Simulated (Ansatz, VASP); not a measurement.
# Fe in VASP and in Ansatz

INCAR

```
SYSTEM = Fe
PREC = Accurate
ENCUT = 520
EDIFF = 1E-6
ISMEAR = -1
SIGMA = 0.05
LREAL = .False.
LASPH = .True.
NELM = 80
ALGO = Normal
ISIF = 2
LWAVE = .False.
LCHARG = .True.
GGA = PE
LELF = .True.
LVHAR = .True.
NBANDS = 10
```

KPOINTS

```
regular mesh
0
Gamma
  13 13 13
  0 0 0
```

File POSCAR:

```
Fe
1.0
   -1.4430000000      1.4430000000      1.4430000000
    1.4430000000     -1.4430000000      1.4430000000
    1.4430000000      1.4430000000     -1.4430000000
Fe
1
Direct
    0.0000000000      0.0000000000      0.0000000000
```

Contents of input.yaml:

```yaml
crystal:
  lattice:
    - [-1.443, 1.443, 1.443]
    - [1.443, -1.443, 1.443]
    - [1.443, 1.443, -1.443]
  atoms:
    - { symbol: Fe, position: [0.0, 0.0, 0.0] }
hamiltonian:
  xc: pbe
  pseudopotentials: { kind: paw }
kpoints:
  mp_grid: { grid: [13, 13, 13] }
scf:
  occupations: { method: fermi_dirac, width: 0.05 }
output:
  forces: true
  stress: true
  eigenvalues: true
```

Alike in both runs: task single point; functional PBE; k mesh 13 × 13 × 13; occupations fermi-dirac, width 0.05 eV; no spin polarisation.

|  | VASP | Ansatz |
| --- | --- | --- |
| version | VASP 6.6.1 | Ansatz 0.2.0 |
| potentials or method | VASP PAW PBE potentials, release 64 (Fe) | Ansatz PAW |
| plane-wave cutoff (eV) | 520 | 420 |
| valence electrons in the cell | 8 | 16 |

```tsv
	VASP	Ansatz	Ansatz less VASP
gap on the k mesh at the Fermi level (eV)	none	none	-
pressure (GPa)	-26.5	-26.5	+0.06
```

A gap of «none» marks a metal or a gap that the smearing closes. The functional is the same, so the differences come from potentials, cutoffs and numerics. VASP's potentials hold 8 valence electrons a cell and Ansatz's 16, so a difference there can come from the potentials and not from the codes.
